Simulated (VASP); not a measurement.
Crystal: Ag.

```
Ag
1.0
    -1.59927    1.59927    1.59927
     1.59927   -1.59927    1.59927
     1.59927    1.59927   -1.59927
Ag
1
Direct
  0.00000 0.00000 0.00000
```

This isn't the form of Ag at room conditions, which is fcc.

| Quantity | Value |
| --- | --- |
| Program | VASP 6.6.1 |
| Task | relaxation of cell and atoms |
| Functional | PBE |
| Potentials or basis | VASP PAW PBE potentials, release 64 (Ag) |
| Cutoff | 600 eV |
| k mesh | 16 × 16 × 16 |
| Occupations | fermi-dirac, width 0.08 eV |
| Spin | no spin polarisation |

At the start: pressure 10.8 GPa; volume 16.36 Å³/atom.

How do energy, volume and symmetry change on relaxing?

Over 3 steps the energy falls by 48.8 meV/atom and the volume is 17.98 Å³/atom (+9.9 %); space group Im-3m (No. 229, to 0.1 Å) before and after.

The path:
```csv
step,energy change (eV),largest force (eV/Å),pressure (GPa),volume (Å³)
1,0.0000,0.0000,10.76,16.36
2,-0.0321,0.0000,-4.45,19.10
3,-0.0488,0.0000,0.01,17.98
```

Final structure:
```cif
data_structure
_symmetry_space_group_name_H-M 'P 1'
_symmetry_Int_Tables_number 1
_cell_length_a 2.8583
_cell_length_b 2.8583
_cell_length_c 2.8583
_cell_angle_alpha 109.471
_cell_angle_beta 109.471
_cell_angle_gamma 109.471
_cell_volume 17.98
loop_
_atom_site_label
_atom_site_type_symbol
_atom_site_fract_x
_atom_site_fract_y
_atom_site_fract_z
_atom_site_occupancy
Ag1 Ag 0.00000 0.00000 0.00000 1
```
